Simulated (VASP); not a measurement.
A run of VASP 6.6.1:

File POSCAR:

```
TiTe2
1.0
    3.7770000000      0.0000000000      0.0000000000
   -1.8885000000      3.2709779501      0.0000000000
    0.0000000000      0.0000000000      6.4980000000
Te Ti
2 1
Direct
    0.3333333333      0.6666666667      0.7372000000
    0.6666666667      0.3333333333      0.2628000000
    0.0000000000      0.0000000000      0.0000000000
```

Contents of INCAR.step1:

```
SYSTEM = TiTe2
PREC = Accurate ; ENCUT = 520
EDIFF = 1E-5 ; ISMEAR = -1
SIGMA = 0.05 ; LREAL = .False.
LASPH = .True. ; NELM = 100
ALGO = Normal ; ISIF = 2
LWAVE = .True. ; LCHARG = .False.
GGA = PE ; NBANDS = 19
```

Contents of INCAR.step2:

```
SYSTEM = TiTe2
PREC = Accurate ; ENCUT = 520
EDIFF = 1E-6 ; ISMEAR = -1
SIGMA = 0.05 ; LREAL = .False.
LASPH = .True. ; NELM = 100
ALGO = Normal ; ISIF = 2
LWAVE = .False. ; LCHARG = .False.
GGA = PE ; LHFCALC = .True.
AEXX = 0.15 ; PRECFOCK = Normal
ISTART = 1 ; NBANDS = 19
```

The input KPOINTS:

```
regular mesh
0
Gamma
  5 5 3
  0 0 0
```

Potentials or basis: VASP PAW PBE potentials, release 64 (Te, Ti_sv).

The run is started by

```sh
$ cat potpaw_PBE.64/Te/POTCAR potpaw_PBE.64/Ti_sv/POTCAR > POTCAR
$ cp INCAR.step1 INCAR
$ mpirun -np 1 vasp_std > vasp.out
$ cp INCAR.step2 INCAR
$ mpirun -np 1 vasp_std > vasp.out
```

Hardware: 1 thread of AMD EPYC 7R13 Processor (Zen 3), on a shared host.

Estimate the wall time of this run.

It took 36 min on 1 thread of AMD EPYC 7R13 Processor (Zen 3) (shared host), peak memory 0.19 GiB. Counts: k points 12.
